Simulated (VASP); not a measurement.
# RbBr (Fm-3m) in VASP: settings compared

RbBr is run at these levels: PBEsol, PBE; tasks: single point, relaxation of cell and atoms.

Everything below comes from runs of VASP 6.6.1. Logs are shortened: lines on timing, memory, paths and dates and some standing lists are left out, and cuts for length are marked.

## (1) The cell of the first run

It takes space group Fm-3m (No. 225, cubic). Conventional cell: a = 6.844 Å, b = 6.844 Å, c = 6.844 Å, α = 90.00°, β = 90.00°, γ = 90.00°. Within 4.5 Å of Rb (site symmetry m-3m) lie 6 Br at 3.42 Å. Br (site symmetry m-3m) has 6 Rb at 3.42 Å within 4.5 Å.

## (2) Single point, PBEsol

INCAR

```
SYSTEM = RbBr
PREC = Accurate
ENCUT = 500
EDIFF = 1E-6
ISMEAR = 0
SIGMA = 0.01
LREAL = .FALSE.
LASPH = .TRUE.
NELM = 120
ALGO = Normal
ISIF = 2
LWAVE = .FALSE.
LCHARG = .TRUE.
GGA = PS
LELF = .TRUE.
LVHAR = .TRUE.
NBANDS = 15
GGA_COMPAT = .FALSE.
```

KPOINTS

```
Automatic mesh
0
G
  6 6 6
  0 0 0
```

POSCAR

```
RbBr
1.0
    0.0000000000      3.4221230714      3.4221230714
    3.4221230714      0.0000000000      3.4221230714
    3.4221230714      3.4221230714      0.0000000000
Rb Br
1 1
Direct
    0.0000000000      0.0000000000      0.0000000000
    0.5000000000      0.5000000000      0.5000000000
```

Potentials or basis: VASP PAW PBE potentials, release 64 (Rb_sv, Br).

Command:

```bash
cat potpaw_PBE.64/Rb_sv/POTCAR potpaw_PBE.64/Br/POTCAR > POTCAR
mpirun -np 1 vasp_std > vasp.out
```

OUTCAR:

```text
SYSTEM = RbBr
   PREC = Accurate
   ENCUT = 500
   EDIFF = 1E-6
   ISMEAR = 0
   LREAL = .FALSE.
   LASPH = .TRUE.
   NELM = 120
   ISIF = 2
   GGA = PS

 ion  position               nearest neighbor table
   1  0.000  0.000  0.000-   2 3.42   2 3.42   2 3.42   2 3.42   2 3.42   2 3.42
   2  0.500  0.500  0.500-   1 3.42   1 3.42   1 3.42   1 3.42   1 3.42   1 3.42

  LATTYP: Found a face centered cubic cell.
 ALAT       =     6.8442461428

  Lattice vectors:

 A1 = (   0.0000000000,   3.4221230714,   3.4221230714)
 A2 = (   3.4221230714,   0.0000000000,   3.4221230714)
 A3 = (   3.4221230714,   3.4221230714,   0.0000000000)

Analysis of symmetry for initial positions (statically):
=====================================================================
 Subroutine PRICEL returns:
 Original cell was already a primitive cell.

 Routine SETGRP: Setting up the symmetry group for a
 face centered cubic supercell.

 Subroutine GETGRP returns: Found 48 space group operations
 (whereof 48 operations were pure point group operations)
 out of a pool of 48 trial point group operations.

The static configuration has the point symmetry O_h .

Analysis of symmetry for dynamics (positions and initial velocities):
=====================================================================
 Subroutine PRICEL returns:
 Original cell was already a primitive cell.

 Routine SETGRP: Setting up the symmetry group for a
 face centered cubic supercell.

 Subroutine GETGRP returns: Found 48 space group operations
 (whereof 48 operations were pure point group operations)
 out of a pool of 48 trial point group operations.

The dynamic configuration has the point symmetry O_h .

 Subroutine INISYM returns: Found 48 space group operations
 (whereof 48 operations are pure point group operations),
 and found     1 'primitive' translations

----------------------------------------------------------------------------------------

                                     Primitive cell

  volume of cell :      80.1525

  direct lattice vectors                    reciprocal lattice vectors
     0.000000000  3.422123071  3.422123071    -0.146108129  0.146108129  0.146108129
     3.422123071  0.000000000  3.422123071     0.146108129 -0.146108129  0.146108129
     3.422123071  3.422123071  0.000000000     0.146108129  0.146108129 -0.146108129

  length of vectors
     4.839612860  4.839612860  4.839612860     0.253066703  0.253066703  0.253066703

  position of ions in fractional coordinates (direct lattice)
     0.000000000  0.000000000  0.000000000
     0.500000000  0.500000000  0.500000000

  ion indices of the primitive-cell ions
   primitive index   ion index
                 1           1
                 2           2

----------------------------------------------------------------------------------------

 KPOINTS: Automatic mesh

Automatic generation of k-mesh.
 Grid dimensions read from file:
 generate k-points for:    6    6    6

 Generating k-lattice:

  Cartesian coordinates                     Fractional coordinates (reciprocal lattice)
    -0.024351355  0.024351355  0.024351355     0.166666667  0.000000000  0.000000000
     0.024351355 -0.024351355  0.024351355     0.000000000  0.166666667  0.000000000
     0.024351355  0.024351355 -0.024351355     0.000000000  0.000000000  0.166666667

  Length of vectors
     0.042177784  0.042177784  0.042177784

  Shift w.r.t. Gamma in fractional coordinates (k-lattice)
     0.000000000  0.000000000  0.000000000

 Subroutine IBZKPT returns following result:
 ===========================================

 Found     16 irreducible k-points:

 Following reciprocal coordinates:
            Coordinates               Weight
  0.000000  0.000000  0.000000      1.000000
  0.166667  0.000000  0.000000      8.000000
  0.333333  0.000000  0.000000      8.000000
  0.500000  0.000000  0.000000      4.000000
  0.166667  0.166667  0.000000      6.000000
  0.333333  0.166667  0.000000     24.000000
[... 8 lines left out ...]
 -0.333333  0.333333  0.166667     24.000000
 -0.333333  0.500000  0.166667     12.000000
   k-points           NKPTS =     16   k-points in BZ     NKDIM =     16   number of bands    NBANDS=     15
   number of dos      NEDOS =    301   number of ions     NIONS =      2
   total plane-waves  NPLWV =  46656
   dimension x,y,z NGX =    36 NGY =   36 NGZ =   36
   dimension x,y,z NGXF=    72 NGYF=   72 NGZF=   72
   ions per type =               1   1
   NGX,Y,Z   is equivalent  to a cutoff of  12.37, 12.37, 12.37 a.u.
   NGXF,Y,Z  is equivalent  to a cutoff of  24.73, 24.73, 24.73 a.u.
 SYSTEM =  RbBr
   PREC   = accura    normal or accurate (medium, high low for compatibility)
   ISTART =      0    job   : 0-new  1-cont  2-samecut
   ICHARG =      2    charge: 1-file 2-atom 10-const
   ISPIN  =      1    spin polarized calculation?
   LNONCOLLINEAR =      F non collinear calculations
   LSORBIT =      F    spin-orbit coupling
   LASPH  =      T    aspherical Exc in radial PAW
   ENCUT  =  500.0 eV  36.75 Ry    6.06 a.u.   8.82  8.82  8.82*2*pi/ulx,y,z
   NELM   =    120;   NELMIN=  2; NELMDL= -5     # of ELM steps
   EDIFF  = 0.1E-05   stopping-criterion for ELM
   LREAL  =      F    real-space projection
   EDIFFG = 0.1E-04   stopping-criterion for IOM
   NSW    =      0    number of steps for IOM
   IBRION =     -1    ionic relax: 0-MD 1-quasi-New 2-CG
   NFREE  =      0    steps in history (QN), initial steepest desc. (CG)
   ISIF   =      2    stress and relaxation
   ISYM   =      2    0-nonsym 1-usesym 2-fastsym
   POTIM  = 0.5000    time-step for ionic-motion
   TEBEG  =    0.0;   TEEND  =   0.0 temperature during run
   PSTRESS=    0.0 pullay stress
   NELECT =      16.0000    total number of electrons
   NUPDOWN=      -1.0000    fix difference up-down
   EMIN   =  10.00;   EMAX   =-10.00  energy-range for DOS
   EFERMI =   0.00;   METHOD = LEGACY
   ISMEAR =     0;   SIGMA  =   0.01  broadening in eV -4-tet -1-fermi 0-gaus
   EFERMI_NEDOS =   21; number of points for ismear=-14 and -15
   IALGO  =     38    algorithm
   IMIX   =      4    mixing-type and parameters
     AMIX     =   0.40;   BMIX     =  1.00
     AMIX_MAG =   1.60;   BMIX_MAG =  1.00
  volume/ion in A,a.u.               =      40.08       270.45
  Fermi-wavevector in a.u.,A,eV,Ry     =   0.956774  1.808040 12.454988  0.915416
  Thomas-Fermi vector in A             =   2.085732
   LORBIT       =      0    0 simple, 1 ext, 2 COOP (PROOUT), +10 PAW based schemes
   GGA     = PS    functional components
   LHFCALC =     F    Hartree Fock is set to
   AEXX    =    0.0000 exact exchange contribution
   IVDW    =     0    specifies the selected vdW correction
   LEPSILON=     F    determine dielectric tensor
   LRPA    =     F    only Hartree local field effects (RPA)
 non-spin polarized calculation
 Gauss-broadening in eV      SIGMA  =   0.01
  energy-cutoff  :      500.00
  volume of cell :       80.15
 maximum number of plane-waves:      2085
   NGX = 17   NGY = 17   NGZ = 17

 number of electron      16.0000000 magnetization

 Free energy of the ion-electron system (eV)
  ---------------------------------------------------
  ext. energy  EPLUGINS =         0.00000000
  ---------------------------------------------------
  free energy    TOTEN  =        -6.35534583 eV

  energy without entropy =       -6.35534583  energy(sigma->0) =       -6.35534583

 E-fermi :  -1.7802     XC(G=0):  -7.4232

 val. band max:       -1.8292378638   @ k =   0.0000   0.0000   0.0000
 cond. band min:       2.3920598982   @ k =   0.0000   0.0000   0.0000
 fundamental gap:      4.2212977621
 Fermi energy:        -1.7802379095

 k-point     1 :       0.0000    0.0000    0.0000
  band No.  band energies     occupation
      1     -26.1755      2.00000
      2     -14.0267      2.00000
      3     -10.2635      2.00000
      4     -10.2635      2.00000
      5     -10.2635      2.00000
      6      -1.8292      2.00000
      7      -1.8292      2.00000
      8      -1.8292      2.00000
      9       2.3921      0.00000
     10       5.3715      0.00000
     11       5.3715      0.00000
     12       5.3715      0.00000
     13       6.2658      0.00000
     14       6.2658      0.00000
     15       8.9843      0.00000

 k-point     2 :       0.1667    0.0000    0.0000
  band No.  band energies     occupation
      1     -26.1731      2.00000
      2     -14.0376      2.00000
      3     -10.2655      2.00000
      4     -10.2655      2.00000
      5     -10.2517      2.00000
      6      -2.1472      2.00000
      7      -1.9277      2.00000
      8      -1.9277      2.00000
      9       3.0443      0.00000
     10       5.2251      0.00000
     11       5.7035      0.00000
     12       5.7035      0.00000
     13       6.6786      0.00000
     14       6.6786      0.00000
     15      10.0042      0.00000

 k-point     3 :       0.3333    0.0000    0.0000
  band No.  band energies     occupation
      1     -26.1681      2.00000
      2     -14.0590      2.00000
      3     -10.2695      2.00000
      4     -10.2695      2.00000
      5     -10.2283      2.00000
      6      -2.6455      2.00000
      7      -2.1115      2.00000
      8      -2.1115      2.00000
      9       4.2959      0.00000
     10       5.3775      0.00000
     11       6.6285      0.00000
     12       6.6285      0.00000
     13       7.7064      0.00000
     14       7.7064      0.00000
     15       9.7187      0.00000

 k-point     4 :       0.5000    0.0000    0.0000
  band No.  band energies     occupation
      1     -26.1656      2.00000
      2     -14.0696      2.00000
      3     -10.2714      2.00000
      4     -10.2714      2.00000
      5     -10.2167      2.00000
      6      -2.8537      2.00000
      7      -2.1976      2.00000
      8      -2.1976      2.00000
      9       4.8507      0.00000
     10       5.7965      0.00000
     11       7.6173      0.00000
     12       7.6173      0.00000
     13       8.2521      0.00000
     14       8.2521      0.00000
     15       9.0323      0.00000
[... 163 lines left out ...]
 k-point    14 :       0.5000    0.3333    0.1667
  band No.  band energies     occupation
      1     -26.1650      2.00000
      2     -14.0249      2.00000
      3     -10.3466      2.00000
      4     -10.3221      2.00000
      5     -10.2578      2.00000
      6      -2.5361      2.00000
      7      -2.1559      2.00000
      8      -2.0637      2.00000
      9       4.6122      0.00000
     10       4.9358      0.00000
     11       6.9104      0.00000
     12       7.5779      0.00000
     13       7.7033      0.00000
     14       8.0220      0.00000
     15       9.0844      0.00000

 k-point    15 :      -0.3333    0.3333    0.1667
  band No.  band energies     occupation
      1     -26.1634      2.00000
      2     -14.0177      2.00000
      3     -10.3667      2.00000
      4     -10.3581      2.00000
      5     -10.2456      2.00000
      6      -2.4941      2.00000
      7      -2.1906      2.00000
      8      -2.1677      2.00000
      9       5.0902      0.00000
     10       5.3161      0.00000
     11       6.6449      0.00000
     12       6.9022      0.00000
     13       8.3503      0.00000
     14       9.0261      0.00000
     15       9.1216      0.00000

 k-point    16 :      -0.3333    0.5000    0.1667
  band No.  band energies     occupation
      1     -26.1627      2.00000
      2     -13.9929      2.00000
      3     -10.4265      2.00000
      4     -10.3683      2.00000
      5     -10.2688      2.00000
      6      -2.2588      2.00000
      7      -2.2563      2.00000
      8      -2.1005      2.00000
      9       4.3703      0.00000
     10       5.9507      0.00000
     11       6.0518      0.00000
     12       7.0473      0.00000
     13       8.1175      0.00000
     14       9.0423      0.00000
     15       9.4663      0.00000

------------------------ aborting loop because EDIFF is reached ----------------------------------------

  FORCE on cell =-STRESS in cart. coord.  units (eV):
  Direction    XX          YY          ZZ          XY          YZ          ZX
  --------------------------------------------------------------------------------------
  -------------------------------------------------------------------------------------
  Total        0.0152093      0.0152093      0.0152093      0.0000000      0.0000000     -0.0000000
  in kB        0.3040212      0.3040212      0.3040212      0.0000000      0.0000000     -0.0000000
  external PRESSURE =       0.3040212 kB  Pullay stress =       0.0000000 kB

 VOLUME and BASIS-vectors are now :
 -----------------------------------------------------------------------------
  energy-cutoff  :      500.00
  volume of cell :       80.15
      direct lattice vectors                 reciprocal lattice vectors
     0.000000000  3.422123071  3.422123071    -0.146108129  0.146108129  0.146108129
     3.422123071  0.000000000  3.422123071     0.146108129 -0.146108129  0.146108129
     3.422123071  3.422123071  0.000000000     0.146108129  0.146108129 -0.146108129

 POSITION                                       TOTAL-FORCE (eV/Angst)
 -----------------------------------------------------------------------------------
      0.00000      0.00000      0.00000        -0.000000     -0.000000     -0.000000
      3.42212      3.42212      3.42212         0.000000      0.000000      0.000000
 -----------------------------------------------------------------------------------
    total drift:                                0.000000      0.000000      0.000000

  FREE ENERGIE OF THE ION-ELECTRON SYSTEM (eV)
  ---------------------------------------------------
  free  energy   TOTEN  =        -6.3553458334 eV

  energy  without entropy=       -6.3553458334  energy(sigma->0) =       -6.35534583
```

Wall time 11 s (1 thread of Intel Xeon Platinum 8488C (Sapphire Rapids), shared host); peak memory 0.21 GiB.

What came out:

```yaml
Free_energy: -6.3553 eV
Pressure: 0.0 GPa
Band_gap_on_the_k_mesh: 4.22 eV, direct
```

Caveat: the PAW data sets were made with another functional, which shifts forces and pressure a little.

(Part 1 of 2 ends here.)
